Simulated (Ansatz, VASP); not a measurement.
## Co: VASP beside Ansatz

File INCAR:

```
  ALGO = Normal
  EDIFF = 1E-6
  ENCUT = 520
  GGA = PE
  ISIF = 2
  ISMEAR = -1
  ISPIN = 2
  LASPH = T
  LCHARG = F
  LMAXMIX = 4
  LORBIT = 11
  LREAL = F
  LWAVE = F
  MAGMOM = 1.707 1.707 1.725 1.725
  NBANDS = 30
  NELM = 150
  PREC = Accurate
  SIGMA = 0.05
```

The input KPOINTS:

```
k-points
0
Gamma
  16 16 5
```

POSCAR

```
Co
1.0
    2.5280097887      0.0000000000      0.0000000000
   -1.2640048944      2.1893206980      0.0000000000
    0.0000000000      0.0000000000      8.1880727448
Co
4
Direct
    0.0000000000      1.0000000000      0.0000000000
    1.0000000000      1.0000000000      0.5000000000
    0.3333333333      0.6666666667      0.2500000000
    0.6666666667      0.3333333333      0.7500000000
```

Input for Ansatz:

```yaml
crystal:
  lattice:
    - [2.5280097887, 0.0, 0.0]
    - [-1.2640048944, 2.189320698, 0.0]
    - [0.0, 0.0, 8.1880727448]
  atoms:
    - { symbol: Co, position: [0.0, 1.0, 0.0], spin: 1.707 }
    - { symbol: Co, position: [1.0, 1.0, 0.5], spin: 1.707 }
    - { symbol: Co, position: [0.3333333333, 0.6666666667, 0.25], spin: 1.725 }
    - { symbol: Co, position: [0.6666666667, 0.3333333333, 0.75], spin: 1.725 }
hamiltonian:
  xc: pbe
  pseudopotentials:
    kind: paw
    azcp:
      Co: "pseudopotentials/Co.paw.azcp"
basis:
  ecutwfc: 420
  fft_grid_basis: typed
kpoints:
  mp_grid: { grid: [16, 16, 5], shift: [0, 0, 0] }
magnetization:
  spin_polarized: true
scf:
  occupations: { method: fermi_dirac, width: 0.05 }
  lower_state_search: "off"
output:
  stress: true
  write_density: true
  write_potential: true
  elf: true
  volumetric_format: npy
```

Alike in both runs: task single point; functional PBE; k mesh 16 × 16 × 5; occupations fermi-dirac, width 0.05 eV; collinear spin.

|  | VASP | Ansatz |
| --- | --- | --- |
| version | VASP 6.6.1 | Ansatz 0.2.0 |
| potentials or method | VASP PAW PBE potentials, release 64 (Co), cutoff 520 eV | plane waves (420 eV) with PAW, scalar-relativistic |
| valence electrons in the cell | 36 | 68 |

|  | VASP | Ansatz | Ansatz less VASP |
| --- | --- | --- | --- |
| pressure (GPa) | -8.2 | -7.7 | +0.57 |
| net moment per atom (μB) | 1.65 | 1.67 | +0.012 |
| size of the moment on the site where the two differ most (μB) | 1.69 | 1.75 | +0.063 |

Site moments also hang on the region over which each program counts them. VASP's potentials hold 36 valence electrons a cell and Ansatz's 68, so a difference there can come from the potentials and not from the codes.
